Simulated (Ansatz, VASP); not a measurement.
**Two plane-wave programs on RbBr**

INCAR

```
PREC     = Accurate       # precision mode
ENCUT    = 520            # plane-wave cutoff, eV
EDIFF    = 1E-6           # SCF threshold, eV
ISMEAR   = 0              # smearing method
SIGMA    = 0.01           # smearing width, eV
LREAL    = False          # projectors in reciprocal space
LASPH    = True           # aspherical terms in the spheres
NELM     = 60             # most SCF steps
ALGO     = Normal         # electronic algorithm
ISIF     = 2              # what is computed and relaxed
LWAVE    = False          # write WAVECAR
LCHARG   = False          # write CHGCAR
GGA      = PE             # functional
NBANDS   = 15             # bands
```

File KPOINTS:

```
regular mesh
0
Gamma
  6 6 6
```

POSCAR

```
RbBr
1.0
    4.1279266164      0.0000000000      0.0000000000
    0.0000000000      4.1279266164      0.0000000000
    0.0000000000      0.0000000000      4.1279266164
Rb Br
1 1
Direct
    0.0000000000      0.0000000000      0.0000000000
    0.5000000000      0.5000000000      0.5000000000
```

Input for Ansatz:

```yaml
crystal:
  lattice:
    - [4.1279266164, 0.0, 0.0]
    - [0.0, 4.1279266164, 0.0]
    - [0.0, 0.0, 4.1279266164]
  atoms:
    - { symbol: Rb, position: [0.0, 0.0, 0.0] }
    - { symbol: Br, position: [0.5, 0.5, 0.5] }
kpoints:
  mp_grid: { grid: [6, 6, 6] }
  band_path:
    path:
      - [0.0, 0.0, 0.0]
      - [0.0, 0.5, 0.0]
      - [0.5, 0.5, 0.0]
      - [0.5, 0.5, 0.5]
      - [0.0, 0.5, 0.5]
    npoints: 1
hamiltonian:
  xc: pbe
scf:
  occupations: { method: fixed }
  n_extra_bands: 4
output:
  forces: true
  stress: true
  eigenvalues: true
```

Alike in both runs: task single point; functional PBE; k mesh 6 × 6 × 6; no spin polarisation.

```csv
,VASP,Ansatz
version,VASP 6.6.1,Ansatz 0.2.0
potentials or method,"VASP PAW PBE potentials, release 64 (Rb_sv, Br)","plane waves, PAW"
plane-wave cutoff (eV),520,420
occupations,"gaussian, width 0.01 eV",fixed
valence electrons in the cell,16,16
```

|  | VASP | Ansatz | Ansatz less VASP |
| --- | --- | --- | --- |
| gap on the k mesh at the Fermi level (eV) | 4.08 | 4.08 | +0.002 |
| pressure (GPa) | 0.8 | 0.8 | -0.02 |
